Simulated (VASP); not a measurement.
# TaN (P6_3/mmc) in VASP: notebook, part 3 of 3

VASP 6.6.1. The steps go on from the part before.

## 5. Electric field gradients, PBEsol (equal xx and yy strain of -3 %)

File INCAR:

```
PREC = Accurate ; ENCUT = 520
EDIFF = 1E-8 ; ISMEAR = -1
SIGMA = 0.01 ; LREAL = False
LASPH = True ; NELM = 80
ALGO = Normal ; ISIF = 2
LWAVE = False ; LCHARG = False
GGA = PS ; LEFG = True
NBANDS = 24
```

File KPOINTS:

```
Automatic mesh
0
Gamma
  9 9 5
```

File POSCAR:

```
TaN
1.0
    2.9565619192      0.0000000000      0.0000000000
   -1.4782809596      2.5604577299      0.0000000000
    0.0000000000      0.0000000000      4.9180000000
Ta N
2 2
Direct
    0.0000000000      0.0000000000      0.0000000000
    0.0000000000      0.0000000000      0.5000000000
    0.3333333333      0.6666666667      0.2500000000
    0.6666666667      0.3333333333      0.7500000000
```

Potentials or basis: VASP PAW PBE potentials, release 64 (Ta_pv, N).

The run is started by

```bash
$ cat potpaw_PBE.64/Ta_pv/POTCAR potpaw_PBE.64/N/POTCAR > POTCAR
$ mpirun -np 1 vasp_std > vasp.out
```

OUTCAR:

```text
PREC = Accurate
   ENCUT = 520
   EDIFF = 1E-8
   ISMEAR = -1
   LREAL = False
   LASPH = True
   NELM = 80
   ISIF = 2
   GGA = PS

 ion  position               nearest neighbor table
   1  0.000  0.000  0.000-   3 2.10   4 2.10   4 2.10   3 2.10   4 2.10   3 2.10   2 2.46   2 2.46

   2  0.000  0.000  0.500-   3 2.10   4 2.10   4 2.10   3 2.10   4 2.10   3 2.10   1 2.46   1 2.46

   3  0.333  0.667  0.250-   1 2.10   2 2.10   1 2.10   2 2.10   1 2.10   2 2.10
   4  0.667  0.333  0.750-   1 2.10   2 2.10   1 2.10   2 2.10   1 2.10   2 2.10

  LATTYP: Found a hexagonal cell.
 ALAT       =     2.9565619192
 C/A-ratio  =     1.6634185701

  Lattice vectors:

 A1 = (   2.9565619192,   0.0000000000,   0.0000000000)
 A2 = (  -1.4782809596,   2.5604577299,   0.0000000000)
 A3 = (   0.0000000000,   0.0000000000,   4.9180000000)

Analysis of symmetry for initial positions (statically):
=====================================================================
 Subroutine PRICEL returns:
 Original cell was already a primitive cell.

 Routine SETGRP: Setting up the symmetry group for a
 hexagonal supercell.

 Subroutine GETGRP returns: Found 24 space group operations
 (whereof 12 operations were pure point group operations)
 out of a pool of 24 trial point group operations.

The static configuration has the point symmetry D_3d.
 The point group associated with its full space group is D_6h.

Analysis of symmetry for dynamics (positions and initial velocities):
=====================================================================
 Subroutine PRICEL returns:
 Original cell was already a primitive cell.

 Routine SETGRP: Setting up the symmetry group for a
 hexagonal supercell.

 Subroutine GETGRP returns: Found 24 space group operations
 (whereof 12 operations were pure point group operations)
 out of a pool of 24 trial point group operations.

The dynamic configuration has the point symmetry D_3d.
 The point group associated with its full space group is D_6h.

 Subroutine INISYM returns: Found 24 space group operations
 (whereof 12 operations are pure point group operations),
 and found     1 'primitive' translations

----------------------------------------------------------------------------------------

                                     Primitive cell

  volume of cell :      37.2300

  direct lattice vectors                    reciprocal lattice vectors
     2.956561919  0.000000000  0.000000000     0.338230697  0.195277584  0.000000000
    -1.478280960  2.560457730  0.000000000     0.000000000  0.390555168  0.000000000
     0.000000000  0.000000000  4.918000000     0.000000000  0.000000000  0.203334689

  length of vectors
     2.956561919  2.956561919  4.918000000     0.390555168  0.390555168  0.203334689

  position of ions in fractional coordinates (direct lattice)
     0.000000000  0.000000000  0.000000000
     0.000000000  0.000000000  0.500000000
     0.333333333  0.666666667  0.250000000
     0.666666667  0.333333333  0.750000000

  ion indices of the primitive-cell ions
   primitive index   ion index
[... 85 lines left out ...]
   TEBEG  =    0.0;   TEEND  =   0.0 temperature during run
   PSTRESS=    0.0 pullay stress
   NELECT =      32.0000    total number of electrons
   NUPDOWN=      -1.0000    fix difference up-down
   EMIN   =  10.00;   EMAX   =-10.00  energy-range for DOS
   EFERMI =   0.00;   METHOD = LEGACY
   ISMEAR =    -1;   SIGMA  =   0.01  broadening in eV -4-tet -1-fermi 0-gaus
   EFERMI_NEDOS =   21; number of points for ismear=-14 and -15
   IALGO  =     38    algorithm
   IMIX   =      4    mixing-type and parameters
     AMIX     =   0.40;   BMIX     =  1.00
     AMIX_MAG =   1.60;   BMIX_MAG =  1.00
  volume/ion in A,a.u.               =       9.31        62.81
  Fermi-wavevector in a.u.,A,eV,Ry     =   1.556541  2.941435 32.964449  2.422819
  Thomas-Fermi vector in A             =   2.660321
   LORBIT       =      0    0 simple, 1 ext, 2 COOP (PROOUT), +10 PAW based schemes
   GGA     = PS    functional components
   LHFCALC =     F    Hartree Fock is set to
   AEXX    =    0.0000 exact exchange contribution
   IVDW    =     0    specifies the selected vdW correction
   LEPSILON=     F    determine dielectric tensor
   LRPA    =     F    only Hartree local field effects (RPA)
 non-spin polarized calculation
  energy-cutoff  :      520.00
  volume of cell :       37.23
 maximum number of plane-waves:      1032
 NGX is ok and might be reduce to    24
   NGX = 11   NGY = 11   NGZ = 19

 number of electron      32.0000006 magnetization

 Free energy of the ion-electron system (eV)
  ---------------------------------------------------
  ext. energy  EPLUGINS =         0.00000000
  ---------------------------------------------------
  free energy    TOTEN  =       -43.80852659 eV

  energy without entropy =      -43.80785286  energy(sigma->0) =      -43.80818973

 E-fermi :  10.3036     XC(G=0): -14.2624

 val. band max:       10.2263100104   @ k =   0.2222   0.1111   0.4000
 cond. band min:      10.3179987313   @ k =   0.3333   0.2222   0.2000
 fundamental gap:      0.0916887208
 Fermi energy:        10.3035970412

 k-point     1 :       0.0000    0.0000    0.0000
  band No.  band energies     occupation
      1     -26.7690      2.00000
      2     -24.6664      2.00000
      3     -24.6664      2.00000
      4     -24.2803      2.00000
      5     -24.2803      2.00000
      6     -23.6010      2.00000
[... 637 lines left out ...]
     23      18.5864      0.00000
     24      18.5864      0.00000

 [... further k-points ...]
[... 5 lines left out ...]
  --------------------------------------------------------------------------------------
  -------------------------------------------------------------------------------------
  Total       11.4806535     11.4806535     34.2902513      0.0000000      0.0000000      0.0000000
  in kB      494.0649886    494.0649886   1475.6662222      0.0000000      0.0000000      0.0000000
  external PRESSURE =     821.2653998 kB  Pullay stress =       0.0000000 kB

 VOLUME and BASIS-vectors are now :
 -----------------------------------------------------------------------------
  energy-cutoff  :      520.00
  volume of cell :       37.23
      direct lattice vectors                 reciprocal lattice vectors
     2.956561919  0.000000000  0.000000000     0.338230697  0.195277584  0.000000000
    -1.478280960  2.560457730  0.000000000     0.000000000  0.390555168  0.000000000
     0.000000000  0.000000000  4.918000000     0.000000000  0.000000000  0.203334689

 POSITION                                       TOTAL-FORCE (eV/Angst)
 -----------------------------------------------------------------------------------
      0.00000      0.00000      0.00000         0.000000      0.000000      0.000000
      0.00000      0.00000      2.45900         0.000000      0.000000      0.000000
     -0.00000      1.70697      1.22950        -0.000000     -0.000000      0.000000
      1.47828      0.85349      3.68850         0.000000      0.000000      0.000000
 -----------------------------------------------------------------------------------
    total drift:                               -0.000000      0.000000      0.000000

  FREE ENERGIE OF THE ION-ELECTRON SYSTEM (eV)
  ---------------------------------------------------
  free  energy   TOTEN  =       -43.8085265925 eV

  energy  without entropy=      -43.8078528649  energy(sigma->0) =      -43.80818973

 Electric field gradients (V/A^2)
---------------------------------------------------------------------
 ion       V_xx      V_yy      V_zz      V_xy      V_xz      V_yz
---------------------------------------------------------------------
   1      96.346    96.347  -192.693     0.000    -0.000     0.000
   2      96.346    96.347  -192.693     0.000     0.000    -0.000
   3      -1.761    -1.760     3.521     0.001     0.000     0.000
   4      -1.761    -1.760     3.521     0.001     0.000     0.000
---------------------------------------------------------------------

 Electric field gradients after diagonalization (V/A^2)
 (convention: |V_zz| > |V_xx| > |V_yy|)
----------------------------------------------------------------------
 ion       V_xx      V_yy      V_zz     asymmetry (V_yy - V_xx)/ V_zz
----------------------------------------------------------------------
   1      96.347    96.346  -192.693       0.000
   2      96.347    96.346  -192.693       0.000
   3      -1.762    -1.759     3.521       0.001
   4      -1.762    -1.759     3.521       0.001
----------------------------------------------------------------------

           NMR quadrupolar parameters

 Cq : quadrupolar parameter    Cq=e*Q*V_zz/h
 eta: asymmetry parameters     (V_yy - V_xx)/ V_zz
 Q  : nuclear electric quadrupole moment in mb (millibarn)
----------------------------------------------------------------------
 ion       Cq(MHz)       eta       Q (mb)
----------------------------------------------------------------------
   1      -0.466       0.000       1.000
   2      -0.466       0.000       1.000
   3       0.009       0.001       1.000
   4       0.009       0.001       1.000
----------------------------------------------------------------------
```

OSZICAR:

```text
N       E                     dE             d eps       ncg     rms          rms(c)
DAV:   1     0.271752008311E+03    0.27175E+03   -0.17354E+04  1728   0.144E+03
DAV:   2    -0.351699693568E+02   -0.30692E+03   -0.29181E+03  2008   0.421E+02
DAV:   3    -0.486504034769E+02   -0.13480E+02   -0.13275E+02  2152   0.860E+01
DAV:   4    -0.487947731379E+02   -0.14437E+00   -0.14407E+00  1944   0.920E+00
DAV:   5    -0.487966922439E+02   -0.19191E-02   -0.19186E-02  2192   0.835E-01    0.462E+01
DAV:   6    -0.439979088681E+02    0.47988E+01   -0.16235E+01  2064   0.296E+01    0.212E+01
DAV:   7    -0.438567743357E+02    0.14113E+00   -0.84174E-01  1936   0.698E+00    0.115E+01
DAV:   8    -0.438132550449E+02    0.43519E-01   -0.86818E-02  2136   0.219E+00    0.141E+00
DAV:   9    -0.438087009965E+02    0.45540E-02   -0.14080E-02  2072   0.755E-01    0.379E-01
DAV:  10    -0.438085734135E+02    0.12758E-03   -0.13425E-03  2080   0.305E-01    0.602E-02
DAV:  11    -0.438085272587E+02    0.46155E-04   -0.10850E-04  2080   0.865E-02    0.116E-02
DAV:  12    -0.438085272094E+02    0.49303E-07   -0.32611E-06  2072   0.131E-02    0.594E-03
DAV:  13    -0.438085266818E+02    0.52761E-06   -0.14443E-07  2104   0.250E-03    0.266E-03
DAV:  14    -0.438085265979E+02    0.83923E-07   -0.22517E-08  1672   0.110E-03    0.396E-04
DAV:  15    -0.438085265877E+02    0.10239E-07   -0.17335E-09  1120   0.309E-04    0.154E-04
DAV:  16    -0.438085265925E+02   -0.48803E-08   -0.34085E-10   968   0.130E-04
   1 F= -.43808527E+02 E0= -.43808190E+02  d E =-.673728E-03
```

stdout:

```text
POSCAR found type information on POSCAR TaN
 POSCAR found :  2 types and       4 ions
 scaLAPACK will be used
 -----------------------------------------------------------------------------
|                                                                             |
|                                                                             |
|     You enforced a specific xc type in the INCAR file but a different       |
|     I HOPE YOU KNOW WHAT YOU ARE DOING!                                     |
|                                                                             |
 -----------------------------------------------------------------------------

 LDA part: xc-table for (Slater+PW92), standard interpolation
 POSCAR, INCAR and KPOINTS ok, starting setup
 FFT: planning ... GRIDC
 FFT: planning ... GRID_SOFT
 FFT: planning ... GRID
 WAVECAR not read
 entering main loop
ion   1

ion   2

ion   3

ion   4
```

Wall time 15 s (1 thread of Intel Xeon 6975P-C (Granite Rapids), shared host); peak memory 0.17 GiB.

Results:

- Free energy: -43.8085 eV
- Pressure: 82.1 GPa
- Band gap on the k mesh: zero (band 16 reaches 11.02 eV, above the bottom of band 17 at 8.69 eV)

Levels at points of the mesh, in eV from the Fermi level:
| k point | band 13 | band 14 | band 15 | band 16 | band 17 | band 18 | band 19 | band 20 |
| --- | --- | --- | --- | --- | --- | --- | --- | --- |
| (0.00, 0.00, 0.00) | -3.70 | -3.58 | -3.58 | -1.61 | -1.61 | -0.66 | -0.66 | 3.58 |

Electric field gradients, principal values (V/Å²):
| atom | least | middle | greatest (by size) |
| --- | --- | --- | --- |
| 1 Ta | 96.346 | 96.347 | -192.693 |
| 2 Ta | 96.346 | 96.347 | -192.693 |
| 3 N | -1.759 | -1.762 | 3.521 |
| 4 N | -1.759 | -1.762 | 3.521 |

Caveat: the cell differs from its parent crystal (equal xx and yy strain of -3 %); without QUAD_EFG the Cq values of the log hold for a quadrupole moment of 1 mb, not for the nuclei; the PAW data sets were made with another functional, which shifts forces and pressure a little; spin-orbit coupling is left out, which moves the levels of the heavy elements.

## 6. Electric field gradients, PBEsol (zz strain of -1 %)

File INCAR:

```
SYSTEM = TaN
ALGO = Normal ; EDIFF = 1E-8
ENCUT = 520 ; GGA = PS
ISIF = 2 ; ISMEAR = -1
LASPH = .True. ; LCHARG = .False.
LEFG = .True. ; LREAL = .False.
LWAVE = .False. ; NBANDS = 24
NELM = 80 ; PREC = Accurate
SIGMA = 0.01
```

File KPOINTS:

```
k-points
0
Gamma
  9 9 5
  0 0 0
```

File POSCAR:

```
TaN
1.0
    3.0480019786      0.0000000000      0.0000000000
   -1.5240009893      2.6396471442      0.0000000000
    0.0000000000      0.0000000000      4.8688200000
Ta N
2 2
Direct
    0.0000000000      0.0000000000      0.0000000000
    0.0000000000      0.0000000000      0.5000000000
    0.3333333333      0.6666666667      0.2500000000
    0.6666666667      0.3333333333      0.7500000000
```

Potentials or basis: VASP PAW PBE potentials, release 64 (Ta_pv, N).

The run is started by

```bash
$ cat potpaw_PBE.64/Ta_pv/POTCAR potpaw_PBE.64/N/POTCAR > POTCAR
$ mpirun -np 1 vasp_std > vasp.out
```

OUTCAR:

```text
SYSTEM = TaN
   EDIFF = 1E-8
   ENCUT = 520
   GGA = PS
   ISIF = 2
   ISMEAR = -1
   LASPH = .True.
   LREAL = .False.
   NELM = 80
   PREC = Accurate

 ion  position               nearest neighbor table
   1  0.000  0.000  0.000-   3 2.14   4 2.14   3 2.14   4 2.14   4 2.14   3 2.14   2 2.43   2 2.43

   2  0.000  0.000  0.500-   3 2.14   4 2.14   3 2.14   4 2.14   4 2.14   3 2.14   1 2.43   1 2.43

   3  0.333  0.667  0.250-   1 2.14   2 2.14   1 2.14   2 2.14   1 2.14   2 2.14
   4  0.667  0.333  0.750-   1 2.14   2 2.14   1 2.14   2 2.14   1 2.14   2 2.14

  LATTYP: Found a hexagonal cell.
 ALAT       =     3.0480019786
 C/A-ratio  =     1.5973808528

  Lattice vectors:

[... 877 lines left out ...]
 ion       V_xx      V_yy      V_zz      V_xy      V_xz      V_yz
---------------------------------------------------------------------
   1      86.855    86.854  -173.709    -0.000     0.000    -0.000
   2      86.855    86.854  -173.709    -0.000    -0.000     0.000
   3      -3.113    -3.113     6.226     0.001     0.000    -0.000
   4      -3.113    -3.113     6.226     0.001     0.000     0.000
---------------------------------------------------------------------

 Electric field gradients after diagonalization (V/A^2)
 (convention: |V_zz| > |V_xx| > |V_yy|)
----------------------------------------------------------------------
 ion       V_xx      V_yy      V_zz     asymmetry (V_yy - V_xx)/ V_zz
----------------------------------------------------------------------
   1      86.855    86.854  -173.709       0.000
   2      86.855    86.854  -173.709       0.000
   3      -3.114    -3.112     6.226       0.000
   4      -3.114    -3.112     6.226       0.000
----------------------------------------------------------------------

           NMR quadrupolar parameters

 Cq : quadrupolar parameter    Cq=e*Q*V_zz/h
 eta: asymmetry parameters     (V_yy - V_xx)/ V_zz
 Q  : nuclear electric quadrupole moment in mb (millibarn)
----------------------------------------------------------------------
 ion       Cq(MHz)       eta       Q (mb)
----------------------------------------------------------------------
   1      -0.420       0.000       1.000
   2      -0.420       0.000       1.000
   3       0.015       0.000       1.000
   4       0.015       0.000       1.000
----------------------------------------------------------------------
```

stdout:

```text
POSCAR found type information on POSCAR TaN
 POSCAR found :  2 types and       4 ions
 scaLAPACK will be used
 -----------------------------------------------------------------------------
|                                                                             |
|                                                                             |
|     You enforced a specific xc type in the INCAR file but a different       |
|     I HOPE YOU KNOW WHAT YOU ARE DOING!                                     |
|                                                                             |
 -----------------------------------------------------------------------------

 LDA part: xc-table for (Slater+PW92), standard interpolation
 POSCAR, INCAR and KPOINTS ok, starting setup
 FFT: planning ... GRIDC
 FFT: planning ... GRID_SOFT
 FFT: planning ... GRID
 WAVECAR not read
 entering main loop
ion   1

ion   2

ion   3

ion   4
```

Wall time 12 s (1 thread of Intel Xeon 6975P-C (Granite Rapids), shared host); peak memory 0.17 GiB.

What came out:

| Quantity | Value |
| --- | --- |
| Free energy | -44.0322 eV |
| Pressure | 56.9 GPa |
| Band gap on the k mesh | zero (band 16 reaches 10.50 eV, above the bottom of band 17 at 7.84 eV) |

Stress tensor (GPa, compression positive):
```
 27.14   0.00   0.00
  0.00  27.14   0.00
  0.00   0.00 116.32
```

Electric field gradients, principal values (V/Å²):
```csv
atom,least,middle,greatest (by size)
1 Ta,86.854,86.855,-173.709
2 Ta,86.854,86.855,-173.709
3 N,-3.112,-3.114,6.226
4 N,-3.112,-3.114,6.226
```

Caveat: the cell differs from its parent crystal (zz strain of -1 %); without QUAD_EFG the Cq values of the log hold for a quadrupole moment of 1 mb, not for the nuclei; the PAW data sets were made with another functional, which shifts forces and pressure a little; spin-orbit coupling is left out, which moves the levels of the heavy elements.

## 7. Summary

```csv
cell,gap on the mesh (eV),pressure (GPa)
"a = 3.078, b = 3.078, c = 4.918 Å, angles 90.0, 90.0, 120.0°, 4 atoms",none,41.2
"a = 3.139, b = 3.139, c = 4.918 Å, angles 90.0, 90.0, 120.0°, 4 atoms",none,25.8
"a = 2.957, b = 2.957, c = 4.918 Å, angles 90.0, 90.0, 120.0°, 4 atoms",none,82.1
"a = 3.048, b = 3.048, c = 4.869 Å, angles 90.0, 90.0, 120.0°, 4 atoms",none,56.9
```

Alike in all rows: task electric field gradients; level PBEsol; potentials or basis VASP PAW PBE potentials, release 64 (Ta_pv, N); no spin polarisation; k mesh 9 × 9 × 5; cutoff (eV) 520; smearing fermi-dirac 0.01 eV.

Caveats: the PAW data sets were made with another functional, which shifts forces and pressure a little; spin-orbit coupling is left out, which moves the levels of the heavy elements.

Total energies depend on the potentials used, so only differences within one code and one set of settings carry meaning.
